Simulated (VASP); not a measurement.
Runs of VASP 6.6.1 on BN. Symmetry: P6_3/mmc, No. 194, hexagonal system. Conventional cell: a = 2.501 Å, b = 2.501 Å, c = 6.524 Å, α = 90.00°, β = 90.00°, γ = 120.00°. B (site symmetry -6m2) has 3 N at 1.44 Å within 1.9 Å. Within 1.9 Å of N (site symmetry -6m2) lie 3 B at 1.44 Å. 

```csv
level,potentials or basis,k mesh,grid for exact exchange (PRECFOCK),share of exact exchange,screening parameter,gap on the mesh (eV),pressure (GPa)
LDA,"VASP PAW LDA potentials, release 64 (B, N)",6 × 6 × 2,-,-,-,(b),-3.1
HSE06,"VASP PAW PBE potentials, release 64 (B, N)",6 × 6 × 2,Normal,0.25,0.2079 1/Å,(a),-0.3
PBE,"VASP PAW PBE potentials, release 64 (B, N)",9 × 9 × 4,-,-,-,4.38,4.7
PBE,"VASP PAW PBE potentials, release 64 (B, N)",6 × 6 × 2,-,-,-,4.26,4.7
r2SCAN,"VASP PAW PBE potentials, release 64 (B, N)",6 × 6 × 2,-,-,-,(c),1.0
```

Alike in all rows: task single point; no spin polarisation; cell as given; cutoff (eV) 520; smearing gaussian 0.01 eV.

**Question.** Estimate the missing entries.

**Answer.** (a) 5.57; (b) 4.06; (c) 4.86.

Caveats: some runs use coarse meshes; this functional lacks dispersion, which binds the layers, so the pressure and a relaxed spacing across them are unreliable (at least some runs); the PAW data sets were made with another functional, which shifts forces and pressure a little (at least some runs); the cell stands under pressure (at least some runs); an odd mesh through Γ misses points on the zone boundary, where band edges can lie (at least some runs).
